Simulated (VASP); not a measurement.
# Ge (Cmcm) in VASP: further runs, part 2 of 2

VASP 6.6.1.

## Step 4: Single point, PBE

INCAR

```
SYSTEM = Ge
  ALGO = Normal
  EDIFF = 1E-6
  ENCUT = 520
  GGA = PE
  ISIF = 2
  ISMEAR = 0
  LASPH = .True.
  LCHARG = .False.
  LREAL = .False.
  LWAVE = .False.
  NBANDS = 21
  NELM = 60
  PREC = Accurate
  SIGMA = 0.022
```

KPOINTS

```
k-points
0
Gamma
  10 10 6
  0 0 0
```

POSCAR

```
Ge
1.0
    1.4880529250     -2.5946896100      0.0000000000
    1.4880529250      2.5946896100      0.0000000000
    0.0000000000      0.0000000000      4.7275957900
Ge
2
Direct
    0.3334466300      0.6665533700      0.2500000000
    0.6665533700      0.3334466300      0.7500000000
```

Potentials or basis: VASP PAW PBE potentials, release 64 (Ge_d).

Launch:

```sh
> cat potpaw_PBE.64/Ge_d/POTCAR > POTCAR
> mpirun -np 1 vasp_std > vasp.out
```

OUTCAR:

```text
SYSTEM = Ge
   EDIFF = 1E-6
   ENCUT = 520
   GGA = PE
   ISIF = 2
   ISMEAR = 0
   LASPH = .True.
   LREAL = .False.
   NELM = 60
   PREC = Accurate

 ion  position               nearest neighbor table
   1  0.333  0.667  0.250-
   2  0.667  0.333  0.750-

  LATTYP: Found a base centered orthorhombic cell.
 ALAT       =     2.9761058500
 B/A-ratio  =     1.7436809984
 C/A-ratio  =     1.5885173540

  Lattice vectors:

 A1 = (   1.4880529250,  -2.5946896100,   0.0000000000)
 A2 = (   1.4880529250,   2.5946896100,   0.0000000000)
 A3 = (   0.0000000000,   0.0000000000,   4.7275957900)

Analysis of symmetry for initial positions (statically):
=====================================================================
 Subroutine PRICEL returns:
 Original cell was already a primitive cell.

 Routine SETGRP: Setting up the symmetry group for a
 base centered orthorhombic supercell.

 Subroutine GETGRP returns: Found  8 space group operations
 (whereof  4 operations were pure point group operations)
[... 161 lines left out ...]
  ext. energy  EPLUGINS =         0.00000000
  ---------------------------------------------------
  free energy    TOTEN  =        -8.36046990 eV

  energy without entropy =       -8.35999173  energy(sigma->0) =       -8.36023081

 E-fermi :   7.0486     XC(G=0): -11.4668

 val. band max:        7.0320883469   @ k =   0.5000   0.3000   0.1667
 cond. band min:       7.0615727360   @ k =   0.3000   0.2000   0.5000
 fundamental gap:      0.0294843891
 Fermi energy:         7.0486325534

 k-point     1 :       0.0000    0.0000    0.0000
  band No.  band energies     occupation
      1     -17.5983      2.00000
      2     -17.5878      2.00000
      3     -17.5860      2.00000
      4     -17.5841      2.00000
      5     -17.5786      2.00000
      6     -17.5754      2.00000
[... 565 lines left out ...]
     20      22.7550      0.00000
     21      23.3495      0.00000

 [... further k-points ...]

------------------------ aborting loop because EDIFF is reached ----------------------------------------

  FORCE on cell =-STRESS in cart. coord.  units (eV):
  Direction    XX          YY          ZZ          XY          YZ          ZX
  --------------------------------------------------------------------------------------
  -------------------------------------------------------------------------------------
  Total        0.7233454      0.9957290      1.2576886      0.0000000      0.0000000      0.0000000
  in kB       31.7455016     43.6996140     55.1962503      0.0000000      0.0000000      0.0000000
  external PRESSURE =      43.5471220 kB  Pullay stress =       0.0000000 kB

 VOLUME and BASIS-vectors are now :
 -----------------------------------------------------------------------------
  energy-cutoff  :      520.00
  volume of cell :       36.51
      direct lattice vectors                 reciprocal lattice vectors
     1.488052925 -2.594689610  0.000000000     0.336009554 -0.192701277  0.000000000
     1.488052925  2.594689610  0.000000000     0.336009554  0.192701277  0.000000000
     0.000000000  0.000000000  4.727595790     0.000000000  0.000000000  0.211524006

 POSITION                                       TOTAL-FORCE (eV/Angst)
 -----------------------------------------------------------------------------------
      1.48805      0.86431      1.18190         0.000000      0.012118      0.000000
      1.48805     -0.86431      3.54570         0.000000     -0.012118      0.000000
 -----------------------------------------------------------------------------------
    total drift:                                0.000000     -0.000000      0.000000

  FREE ENERGIE OF THE ION-ELECTRON SYSTEM (eV)
  ---------------------------------------------------
  free  energy   TOTEN  =        -8.3604698952 eV

  energy  without entropy=       -8.3599917310  energy(sigma->0) =       -8.36023081
```

It took 2.3 min on 1 thread of AMD EPYC 7R13, shared host; peak memory 0.17 GiB.

What came out:

- Free energy: -8.3605 eV
- Pressure: 4.4 GPa
- Largest force: 0.012 eV/Å
- Band gap on the k mesh: zero (bands 14 and 15 overlap by 8.97 eV)

Forces in eV/Å, atoms in the order of the input:
```
Ge   0.000  0.012  0.000
Ge   0.000 -0.012  0.000
```

Caveat: the cell stands under pressure.

## Step 5: Single point, PBE

INCAR

```
SYSTEM = Ge
PREC = Accurate ; ENCUT = 520
EDIFF = 1E-6 ; ISMEAR = 0
SIGMA = 0.023 ; LREAL = .FALSE.
LASPH = .TRUE. ; NELM = 80
ALGO = Normal ; ISIF = 2
LWAVE = .FALSE. ; LCHARG = .FALSE.
GGA = PE ; NBANDS = 21
```

KPOINTS

```
regular mesh
0
G
  10 10 6
  0 0 0
```

POSCAR is that of step 4.

Potentials or basis: VASP PAW PBE potentials, release 64 (Ge_d).

Launch:

```sh
> cat potpaw_PBE.64/Ge_d/POTCAR > POTCAR
> mpirun -np 1 vasp_std > vasp.out
```

OUTCAR:

```text
SYSTEM = Ge
   PREC = Accurate
   ENCUT = 520
   EDIFF = 1E-6
   ISMEAR = 0
   LREAL = .FALSE.
   LASPH = .TRUE.
   NELM = 80
   ISIF = 2
   GGA = PE

 ion  position               nearest neighbor table
   1  0.333  0.667  0.250-
   2  0.667  0.333  0.750-

  LATTYP: Found a base centered orthorhombic cell.
 ALAT       =     2.9761058500
 B/A-ratio  =     1.7436809984
 C/A-ratio  =     1.5885173540

  Lattice vectors:

 A1 = (   1.4880529250,  -2.5946896100,   0.0000000000)
[... 764 lines left out ...]

------------------------ aborting loop because EDIFF is reached ----------------------------------------

  FORCE on cell =-STRESS in cart. coord.  units (eV):
  Direction    XX          YY          ZZ          XY          YZ          ZX
  --------------------------------------------------------------------------------------
  -------------------------------------------------------------------------------------
  Total        0.7237797      0.9933029      1.2597486      0.0000000      0.0000000      0.0000000
  in kB       31.7645624     43.5931431     55.2866580      0.0000000      0.0000000      0.0000000
  external PRESSURE =      43.5481212 kB  Pullay stress =       0.0000000 kB

 VOLUME and BASIS-vectors are now :
 -----------------------------------------------------------------------------
  energy-cutoff  :      520.00
  volume of cell :       36.51
      direct lattice vectors                 reciprocal lattice vectors
     1.488052925 -2.594689610  0.000000000     0.336009554 -0.192701277  0.000000000
     1.488052925  2.594689610  0.000000000     0.336009554  0.192701277  0.000000000
     0.000000000  0.000000000  4.727595790     0.000000000  0.000000000  0.211524006

 POSITION                                       TOTAL-FORCE (eV/Angst)
 -----------------------------------------------------------------------------------
      1.48805      0.86431      1.18190         0.000000      0.011640      0.000000
      1.48805     -0.86431      3.54570         0.000000     -0.011640      0.000000
 -----------------------------------------------------------------------------------
    total drift:                                0.000000     -0.000000      0.000000

  FREE ENERGIE OF THE ION-ELECTRON SYSTEM (eV)
  ---------------------------------------------------
  free  energy   TOTEN  =        -8.3604922663 eV

  energy  without entropy=       -8.3599634879  energy(sigma->0) =       -8.36022788
```

OSZICAR:

```text
N       E                     dE             d eps       ncg     rms          rms(c)
DAV:   1     0.172181987504E+03    0.17218E+03   -0.14250E+04  6040   0.385E+03
DAV:   2     0.145501866668E+02   -0.15763E+03   -0.15265E+03  5278   0.576E+02
DAV:   3    -0.777072000717E+01   -0.22321E+02   -0.22077E+02  5864   0.130E+02
DAV:   4    -0.838151004640E+01   -0.61079E+00   -0.61037E+00  5869   0.248E+01
DAV:   5    -0.839032836057E+01   -0.88183E-02   -0.88181E-02  5946   0.323E+00    0.166E+00
DAV:   6    -0.837005949019E+01    0.20269E-01   -0.17654E-02  7110   0.210E+00    0.913E-01
DAV:   7    -0.836079070993E+01    0.92688E-02   -0.11417E-02  7120   0.137E+00    0.777E-02
DAV:   8    -0.836048028284E+01    0.31043E-03   -0.10061E-03  6060   0.570E-01    0.277E-02
DAV:   9    -0.836049040045E+01   -0.10118E-04   -0.23903E-05  5956   0.550E-02    0.787E-03
DAV:  10    -0.836049256300E+01   -0.21626E-05   -0.88176E-07  4104   0.826E-03    0.424E-04
DAV:  11    -0.836049226633E+01    0.29667E-06   -0.17138E-07  3399   0.581E-03
   1 F= -.83604923E+01 E0= -.83602279E+01  d E =-.528778E-03
```

It took 2.4 min on 1 thread of AMD EPYC 7R13, shared host; peak memory 0.17 GiB.

What came out:

```yaml
Free_energy: -8.3605 eV
Pressure: 4.4 GPa
Largest_force: 0.012 eV/Å
Band_gap_on_the_k_mesh: zero (bands 14 and 15 overlap by 8.97 eV)
```

Forces on the atoms (eV/Å):
```
Ge   0.000  0.012  0.000
Ge   0.000 -0.012  0.000
```

Levels at points of the mesh, in eV from the Fermi level:
| k point | band 10 | band 11 | band 12 | band 13 | band 14 | band 15 | band 16 | band 17 | band 18 | band 19 |
| --- | --- | --- | --- | --- | --- | --- | --- | --- | --- | --- |
| (0.00, 0.00, 0.00) | -24.54 | -13.35 | -7.46 | -5.52 | 6.63 | 6.74 | 8.71 | 8.83 | 10.14 | 11.42 |
| (0.50, 0.00, 0.00) | -24.53 | -8.42 | -7.09 | -2.25 | -1.24 | -0.87 | 1.45 | 2.46 | 6.45 | 7.23 |
| (0.50, 0.50, 0.00) | -24.53 | -8.49 | -7.13 | -2.29 | -1.27 | -0.93 | 1.42 | 2.61 | 6.59 | 7.38 |
| (0.00, 0.00, 0.50) | -24.56 | -11.68 | -11.68 | 1.90 | 1.90 | 7.77 | 7.77 | 7.88 | 7.88 | 12.72 |
| (0.50, 0.00, 0.50) | -24.54 | -6.97 | -6.97 | -4.91 | -4.91 | 4.12 | 4.12 | 5.09 | 5.09 | 8.68 |
| (0.50, 0.50, 0.50) | -24.54 | -7.05 | -7.05 | -4.94 | -4.94 | 4.28 | 4.28 | 5.11 | 5.11 | 8.77 |

Caveat: the cell stands under pressure.

## Step 6: Relaxation of cell and atoms, PBE

INCAR

```
SYSTEM = Ge
ALGO = Normal ; EDIFF = 1E-6
EDIFFG = -0.01 ; ENCUT = 600
GGA = PE ; IBRION = 2
ISIF = 3 ; ISMEAR = -1
LASPH = .TRUE. ; LCHARG = .FALSE.
LREAL = .FALSE. ; LWAVE = .FALSE.
NELM = 100 ; NSW = 60
PREC = Accurate ; SIGMA = 0.05
```

KPOINTS

```
k-points
0
G
  10 10 6
  0 0 0
```

POSCAR is that of step 5.

Potentials or basis: VASP PAW PBE potentials, release 64 (Ge_d).

Launch:

```sh
> cat potpaw_PBE.64/Ge_d/POTCAR > POTCAR
> mpirun -np 1 vasp_std > vasp.out
```

Wall time 5.9 min (1 thread of Intel Xeon 8259CL, shared host); peak memory 0.22 GiB.

Results (log left out):

```
Free energy                           : -8.3980 eV
Relaxed volume                        : 19.30 Å³/atom
Relaxed cell                          : a = 3.027 Å, b = 3.027 Å, c = 4.888 Å, α = 90.00°, β = 90.00°, γ = 120.45°
Space group after relaxing (to 0.1 Å) : P6_3/mmc (No. 194)
Energy gained by relaxing             : 16.1 meV/atom
Ionic steps                           : 7
Pressure after relaxing               : 0.0 GPa
Band gap on the k mesh                : zero (bands 14 and 15 overlap by 8.70 eV)
```

Stress tensor (GPa, compression positive):
```
-0.06  0.00  0.00
 0.00  0.07  0.00
 0.00  0.00  0.03
```

The path:
```
step  energy change (eV)  largest force (eV/Å)  pressure (GPa)  volume (Å³)
   1              0.0000                0.0009            4.41        36.51
   2             -0.0300                0.0003           -0.84        39.23
   3             -0.0313                0.0001           -0.26        38.76
   4             -0.0313                0.0001            0.04        38.69
   5             -0.0320                0.0008           -0.06        38.65
   6             -0.0323                0.0015           -0.11        38.62
   7             -0.0323                0.0016            0.01        38.61
```

Final structure:
```yaml
crystal:
  lattice:
    - [1.50321, -2.62721, 0.00000]
    - [1.50321, 2.62721, 0.00000]
    - [0.00000, 0.00000, 4.88814]
  atoms:
    - { symbol: Ge, position: [0.33345, 0.66655, 0.25000] }
    - { symbol: Ge, position: [0.66655, 0.33345, 0.75000] }
```

Levels at points of the mesh, in eV from the Fermi level:
```
           k point  band 12  band 13  band 14  band 15  band 16  band 17
(0.00, 0.00, 0.00)    -7.72    -5.34     6.47     6.61     8.36     8.51
(0.50, 0.00, 0.00)    -6.89    -2.57    -1.48    -0.82     1.41     2.49
(0.50, 0.50, 0.00)    -6.95    -2.62    -1.51    -0.91     1.36     2.69
(0.00, 0.00, 0.50)   -11.41     1.34     1.34     7.48     7.48     7.62
(0.50, 0.00, 0.50)    -6.93    -4.69    -4.69     4.00     4.00     4.57
(0.50, 0.50, 0.50)    -7.02    -4.73    -4.73     4.20     4.20     4.58
```

## Step 7: The runs side by side

```tsv
task	cell	cutoff (eV)	smearing	gap on the mesh (eV)	pressure (GPa)	largest force (eV/Å)
single point	as given	520	gaussian 0.02 eV	none	4.4	0.01
single point	as given	520	gaussian 0.021 eV	none	4.4	0.01
single point	as given	520	gaussian 0.022 eV	none	4.4	0.01
single point	as given	520	gaussian 0.023 eV	none	4.4	0.01
relaxation of cell and atoms	relaxed	600	fermi-dirac 0.05 eV	none	0.0	-
```

Alike in all rows: level PBE; potentials or basis VASP PAW PBE potentials, release 64 (Ge_d); no spin polarisation; k mesh 10 × 10 × 6.

Caveats: the cell stands under pressure (at least some runs).

Total energies depend on the potentials used, so only differences within one code and one set of settings carry meaning.

The gap in the log of VASP goes by the Fermi energy; the results here count the filled bands.